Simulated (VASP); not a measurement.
Write the native input for VASP 6.6.1 that does the following.

* Task: single point
* Functional: PBE
* Potentials or basis: VASP PAW PBE potentials, release 64 (Hf_pv)
* Cutoff: 520 eV
* k mesh: 15 × 15 × 15
* Occupations: fermi-dirac, width 0.05 eV
* Spin: collinear spin, ferromagnetic start
* Starting moments: [0.5] μB
* Fixed moment: 0.5 μB
* Dipole correction: no
* Further INCAR settings: ALGO = Normal; EDIFF = 1e-06; NBANDS = 15

The structure of Hf lies in POSCAR:

```
Hf
1.0
    0.0000000000      2.2200000000      2.2200000000
    2.2200000000      0.0000000000      2.2200000000
    2.2200000000      2.2200000000      0.0000000000
Hf
1
Direct
    0.0000000000      0.0000000000      0.0000000000
```

The input as run:

INCAR

```
SYSTEM = Hf
PREC = Accurate ; ENCUT = 520
EDIFF = 1E-6 ; ISMEAR = -1
SIGMA = 0.05 ; LREAL = .False.
LASPH = .True. ; NELM = 150
ALGO = Normal ; ISIF = 2
LWAVE = .False. ; LCHARG = .True.
ISPIN = 2 ; MAGMOM = 0.5
LORBIT = 11 ; NUPDOWN = 0.5
LMAXMIX = 4 ; GGA = PE
LELF = .True. ; LVHAR = .True.
NBANDS = 15
```

KPOINTS

```
Automatic mesh
0
Gamma
  15 15 15
  0 0 0
```

Potentials or basis: VASP PAW PBE potentials, release 64 (Hf_pv).

Run with:

```console
$ cat potpaw_PBE.64/Hf_pv/POTCAR > POTCAR
$ mpirun -np 1 vasp_std > vasp.out
```

It gave:

| Item | Value |
| --- | --- |
| Pressure | 3.5 GPa |
| Net moment | 0.50 μB per cell |
| Site moments | Hf +0.34 μB |
| Valence electrons inside the program's atomic spheres | Hf 8.38 |

Caveat: the total moment is fixed, so each spin has its own Fermi level.

Wall time 39 s on 1 thread of Intel(R) Xeon(R) Platinum 8488C (Sapphire Rapids), on a shared host, peak memory 0.18 GiB.
